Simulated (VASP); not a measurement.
**Cu: single point with PBE**

The system is Cu.

```
CELL_PARAMETERS angstrom
2.07983 0.00000 0.00000
-1.03991 1.80119 0.00000
0.00000 0.00000 1.98811
ATOMIC_POSITIONS crystal
Cu 0.00000 0.00000 0.00000
```

This isn't the form of Cu at room conditions, which is fcc.

```yaml
Program: VASP 6.6.1
Task: single point
Functional: PBE
Potentials_or_basis: VASP PAW PBE potentials, release 64 (Cu_sv_GW)
Cutoff: 820 eV
k_mesh: 21 × 21 × 19
Occupations: fermi-dirac, width 0.1 eV
Spin: no spin polarisation
```

The pressure is 258.6 GPa. The band gap on the k mesh is zero (an odd number of electrons rules out a gap without spin polarisation).

Stress tensor (GPa, compression positive):
```
258.52   0.00   0.00
  0.00 258.52   0.00
  0.00   0.00 258.66
```

Levels at points of the mesh, in eV from the Fermi level:
```
           k point  band 8  band 9  band 10  band 11  band 12  band 13
(0.00, 0.00, 0.00)   -5.13   -1.97    -1.97    23.66    26.46    30.30
```

Wall time 48 s on 1 thread of AMD EPYC 9R45 96-Core Processor (Zen 5) (shared host), peak memory 0.22 GiB.

Caveat: the cell stands under pressure.
